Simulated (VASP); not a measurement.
Si8N, 9 atoms in the cell. The cell holds a slab with vacuum, 9 atoms: a = 3.851 Å, b = 6.365 Å, c = 19.753 Å, α = 90.00°, β = 90.00°, γ = 90.00°. 

```yaml
Program: VASP 6.6.1
Task: single point
Functional: PBE
Potentials_or_basis: VASP PAW PBE potentials, release 64 (Si, N)
Cutoff: 520 eV
k_mesh: 7 × 4 × 1
Occupations: gaussian, width 0.05 eV
Spin: collinear spin, ferromagnetic start
Starting_moments: "[0.0, 0.0, 0.0, 0.0, 0.0, 0.0, 0.0, 0.0, 3.0] μB"
Dipole_correction: yes
Further_INCAR_settings: ALGO = Normal; EDIFF = 1e-06; NBANDS = 32; NELMDL = -8
```

Potentials or basis: VASP PAW PBE potentials, release 64 (Si, N).

The run is started by

```sh
$ cat potpaw_PBE.64/Si/POTCAR potpaw_PBE.64/N/POTCAR > POTCAR
$ mpirun -np 1 vasp_std > vasp.out
```

Hardware: 1 thread of AMD EPYC 9R45 96-Core Processor (Zen 5), with other jobs on the host.

Question: Estimate the wall time of this run.

Answer: It took 12 min on 1 thread of AMD EPYC 9R45 96-Core Processor (Zen 5), with other jobs on the host, peak memory 0.82 GiB. Counts: scf iterations 33, k points 15.
